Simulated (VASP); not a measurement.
# NaH (Pm-3m) in VASP: notebook, part 2 of 2

VASP 6.6.1. Earlier steps stand in the parts before.

## Step 4: Single point, PBE (strained)

File INCAR:

```
ALGO     = Normal         # electronic algorithm
EDIFF    = 1E-7           # SCF threshold, eV
ENCUT    = 520            # plane-wave cutoff, eV
GGA      = PE             # functional
ISIF     = 2              # what is computed and relaxed
ISMEAR   = 0              # smearing method
LASPH    = True           # aspherical terms in the spheres
LCHARG   = False          # write CHGCAR
LREAL    = False          # projectors in reciprocal space
LWAVE    = False          # write WAVECAR
NBANDS   = 11             # bands
NELM     = 80             # most SCF steps
PREC     = Accurate       # precision mode
SIGMA    = 0.02           # smearing width, eV
```

File KPOINTS:

```
k-points
0
Gamma
  10 10 10
```

File POSCAR:

```
NaH
1.0
    2.9646099480      0.0000000000      0.0000000000
    0.0000000000      2.9646099480      0.0000000000
    0.0000000000      0.0000000000      2.9646099480
Na H
1 1
Direct
    0.0000000000      0.0000000000      0.0000000000
    0.5000000000      0.5000000000      0.5000000000
```

Potentials or basis: VASP PAW PBE potentials, release 64 (Na_pv, H).

The run is started by

```sh
$ cat potpaw_PBE.64/Na_pv/POTCAR potpaw_PBE.64/H/POTCAR > POTCAR
$ mpirun -np 1 vasp_std > vasp.out
```

OUTCAR:

```text
EDIFF = 1E-7
   ENCUT = 520
   GGA = PE
   ISIF = 2
   ISMEAR = 0
   LASPH = True
   LREAL = False
   NELM = 80
   PREC = Accurate

 ion  position               nearest neighbor table
   1  0.000  0.000  0.000-
   2  0.500  0.500  0.500-

  LATTYP: Found a simple cubic cell.
 ALAT       =     2.9646099480

  Lattice vectors:

 A1 = (   2.9646099480,   0.0000000000,   0.0000000000)
 A2 = (   0.0000000000,   2.9646099480,   0.0000000000)
 A3 = (   0.0000000000,   0.0000000000,   2.9646099480)

Analysis of symmetry for initial positions (statically):
=====================================================================
 Subroutine PRICEL returns:
 Original cell was already a primitive cell.

 Routine SETGRP: Setting up the symmetry group for a
 simple cubic supercell.

 Subroutine GETGRP returns: Found 48 space group operations
 (whereof 48 operations were pure point group operations)
 out of a pool of 48 trial point group operations.

The static configuration has the point symmetry O_h .

Analysis of symmetry for dynamics (positions and initial velocities):
=====================================================================
 Subroutine PRICEL returns:
 Original cell was already a primitive cell.

 Routine SETGRP: Setting up the symmetry group for a
 simple cubic supercell.

 Subroutine GETGRP returns: Found 48 space group operations
 (whereof 48 operations were pure point group operations)
 out of a pool of 48 trial point group operations.

The dynamic configuration has the point symmetry O_h .

 Subroutine INISYM returns: Found 48 space group operations
 (whereof 48 operations are pure point group operations),
 and found     1 'primitive' translations

----------------------------------------------------------------------------------------

                                     Primitive cell

  volume of cell :      26.0557

  direct lattice vectors                    reciprocal lattice vectors
     2.964609948  0.000000000  0.000000000     0.337312502  0.000000000  0.000000000
     0.000000000  2.964609948  0.000000000     0.000000000  0.337312502  0.000000000
     0.000000000  0.000000000  2.964609948     0.000000000  0.000000000  0.337312502

  length of vectors
     2.964609948  2.964609948  2.964609948     0.337312502  0.337312502  0.337312502

  position of ions in fractional coordinates (direct lattice)
     0.000000000  0.000000000  0.000000000
     0.500000000  0.500000000  0.500000000

  ion indices of the primitive-cell ions
   primitive index   ion index
                 1           1
                 2           2

----------------------------------------------------------------------------------------

 KPOINTS: k-points

Automatic generation of k-mesh.
 Grid dimensions read from file:
 generate k-points for:   10   10   10

 Generating k-lattice:

  Cartesian coordinates                     Fractional coordinates (reciprocal lattice)
     0.033731250  0.000000000  0.000000000     0.100000000  0.000000000  0.000000000
     0.000000000  0.033731250  0.000000000     0.000000000  0.100000000  0.000000000
     0.000000000  0.000000000  0.033731250     0.000000000  0.000000000  0.100000000

  Length of vectors
     0.033731250  0.033731250  0.033731250

  Shift w.r.t. Gamma in fractional coordinates (k-lattice)
     0.000000000  0.000000000  0.000000000

 Subroutine IBZKPT returns following result:
 ===========================================

 Found     56 irreducible k-points:

 Following reciprocal coordinates:
            Coordinates               Weight
  0.000000  0.000000  0.000000      1.000000
  0.100000  0.000000  0.000000      6.000000
  0.200000  0.000000  0.000000      6.000000
  0.300000  0.000000  0.000000      6.000000
  0.400000  0.000000  0.000000      6.000000
  0.500000  0.000000  0.000000      3.000000
[... 16 lines left out ...]
  0.200000  0.100000  0.100000     24.000000
  0.300000  0.100000  0.100000     24.000000
 [... further k-points ...]
   k-points           NKPTS =     56   k-points in BZ     NKDIM =     56   number of bands    NBANDS=     11
   number of dos      NEDOS =    301   number of ions     NIONS =      2
   total plane-waves  NPLWV =  13824
   dimension x,y,z NGX =    24 NGY =   24 NGZ =   24
   dimension x,y,z NGXF=    48 NGYF=   48 NGZF=   48
   ions per type =               1   1
   NGX,Y,Z   is equivalent  to a cutoff of  13.46, 13.46, 13.46 a.u.
   NGXF,Y,Z  is equivalent  to a cutoff of  26.92, 26.92, 26.92 a.u.
 SYSTEM =  unknown system
   PREC   = accura    normal or accurate (medium, high low for compatibility)
   ISTART =      0    job   : 0-new  1-cont  2-samecut
   ICHARG =      2    charge: 1-file 2-atom 10-const
   ISPIN  =      1    spin polarized calculation?
   LNONCOLLINEAR =      F non collinear calculations
   LSORBIT =      F    spin-orbit coupling
   LASPH  =      T    aspherical Exc in radial PAW
   ENCUT  =  520.0 eV  38.22 Ry    6.18 a.u.   5.51  5.51  5.51*2*pi/ulx,y,z
   NELM   =     80;   NELMIN=  2; NELMDL= -5     # of ELM steps
   EDIFF  = 0.1E-06   stopping-criterion for ELM
   LREAL  =      F    real-space projection
   EDIFFG = 0.1E-05   stopping-criterion for IOM
   NSW    =      0    number of steps for IOM
   IBRION =     -1    ionic relax: 0-MD 1-quasi-New 2-CG
   NFREE  =      0    steps in history (QN), initial steepest desc. (CG)
   ISIF   =      2    stress and relaxation
   ISYM   =      2    0-nonsym 1-usesym 2-fastsym
   POTIM  = 0.5000    time-step for ionic-motion
   TEBEG  =    0.0;   TEEND  =   0.0 temperature during run
   PSTRESS=    0.0 pullay stress
   NELECT =       8.0000    total number of electrons
   NUPDOWN=      -1.0000    fix difference up-down
   EMIN   =  10.00;   EMAX   =-10.00  energy-range for DOS
   EFERMI =   0.00;   METHOD = LEGACY
   ISMEAR =     0;   SIGMA  =   0.02  broadening in eV -4-tet -1-fermi 0-gaus
   EFERMI_NEDOS =   21; number of points for ismear=-14 and -15
   IALGO  =     38    algorithm
   IMIX   =      4    mixing-type and parameters
     AMIX     =   0.40;   BMIX     =  1.00
     AMIX_MAG =   1.60;   BMIX_MAG =  1.00
  volume/ion in A,a.u.               =      13.03        87.92
  Fermi-wavevector in a.u.,A,eV,Ry     =   1.104428  2.087066 16.595848  1.219760
  Thomas-Fermi vector in A             =   2.240900
   LORBIT       =      0    0 simple, 1 ext, 2 COOP (PROOUT), +10 PAW based schemes
   GGA     = PE    functional components
   LHFCALC =     F    Hartree Fock is set to
   AEXX    =    0.0000 exact exchange contribution
   IVDW    =     0    specifies the selected vdW correction
   LEPSILON=     F    determine dielectric tensor
   LRPA    =     F    only Hartree local field effects (RPA)
 non-spin polarized calculation
 Gauss-broadening in eV      SIGMA  =   0.02
  energy-cutoff  :      520.00
  volume of cell :       26.06
 maximum number of plane-waves:       739
 NGX is ok and might be reduce to    24
   NGX = 11   NGY = 11   NGZ = 11

 number of electron       8.0000002 magnetization

 Free energy of the ion-electron system (eV)
  ---------------------------------------------------
  ext. energy  EPLUGINS =         0.00000000
  ---------------------------------------------------
  free energy    TOTEN  =        -4.77266700 eV

  energy without entropy =       -4.77266700  energy(sigma->0) =       -4.77266700

 E-fermi :   1.4849     XC(G=0):  -8.1260

 val. band max:        1.2489679707   @ k =   0.5000   0.5000   0.5000
 cond. band min:       2.2814739395   @ k =   0.5000   0.0000   0.0000
 fundamental gap:      1.0325059687
 Fermi energy:         1.4849167612

 k-point     1 :       0.0000    0.0000    0.0000
  band No.  band energies     occupation
      1     -23.3029      2.00000
      2     -23.3029      2.00000
      3     -23.3029      2.00000
      4      -4.6225      2.00000
      5       9.8228      0.00000
      6      12.1765      0.00000
      7      12.1765      0.00000
      8      13.6807      0.00000
      9      13.6807      0.00000
     10      13.6807      0.00000
     11      26.7902      0.00000
[... 309 lines left out ...]
 k-point    24 :       0.3000    0.1000    0.1000
  band No.  band energies     occupation
      1     -23.4115      2.00000
      2     -23.3083      2.00000
      3     -23.3061      2.00000
      4      -3.0429      2.00000
      5       4.9341      0.00000
      6      10.1285      0.00000
      7      11.4672      0.00000
      8      16.3625      0.00000
      9      16.5722      0.00000
     10      19.2649      0.00000
     11      19.7764      0.00000

 [... further k-points ...]
[... 5 lines left out ...]
  --------------------------------------------------------------------------------------
  -------------------------------------------------------------------------------------
  Total       -0.0093142     -0.0093142     -0.0093142      0.0000000     -0.0000000      0.0000000
  in kB       -0.5727361     -0.5727361     -0.5727361      0.0000000     -0.0000000      0.0000000
  external PRESSURE =      -0.5727361 kB  Pullay stress =       0.0000000 kB

 VOLUME and BASIS-vectors are now :
 -----------------------------------------------------------------------------
  energy-cutoff  :      520.00
  volume of cell :       26.06
      direct lattice vectors                 reciprocal lattice vectors
     2.964609948  0.000000000  0.000000000     0.337312502  0.000000000  0.000000000
     0.000000000  2.964609948  0.000000000     0.000000000  0.337312502  0.000000000
     0.000000000  0.000000000  2.964609948     0.000000000  0.000000000  0.337312502

 POSITION                                       TOTAL-FORCE (eV/Angst)
 -----------------------------------------------------------------------------------
      0.00000      0.00000      0.00000         0.000000      0.000000      0.000000
      1.48230      1.48230      1.48230         0.000000      0.000000      0.000000
 -----------------------------------------------------------------------------------
    total drift:                                0.000000      0.000000      0.000000

  FREE ENERGIE OF THE ION-ELECTRON SYSTEM (eV)
  ---------------------------------------------------
  free  energy   TOTEN  =        -4.7726670000 eV

  energy  without entropy=       -4.7726670000  energy(sigma->0) =       -4.77266700
```

Wall time 13 s (1 thread of Intel Xeon 8259CL, shared host); peak memory 0.14 GiB.

Results:

```yaml
Free_energy: -4.7727 eV
Pressure: -0.1 GPa
Band_gap_on_the_k_mesh: 1.03 eV, indirect (least direct gap 4.41 eV)
```

Caveat: the cell differs from its parent crystal (strained). A k mesh can miss the band edges.

## Step 5: The runs side by side

| cell | gap on the mesh (eV) | pressure (GPa) |
| --- | --- | --- |
| a = 2.930 Å, 2 atoms | 1.03 | 0.8 |
| a = 2.897 Å, 2 atoms | 1.03 | 1.8 |
| a = 2.965 Å, 2 atoms | 1.03 | -0.1 |

Alike in all rows: task single point; level PBE; potentials or basis VASP PAW PBE potentials, release 64 (Na_pv, H); no spin polarisation; k mesh 10 × 10 × 10; cutoff (eV) 520; smearing gaussian 0.02 eV.

Total energies depend on the potentials used, so only differences within one code and one set of settings carry meaning.
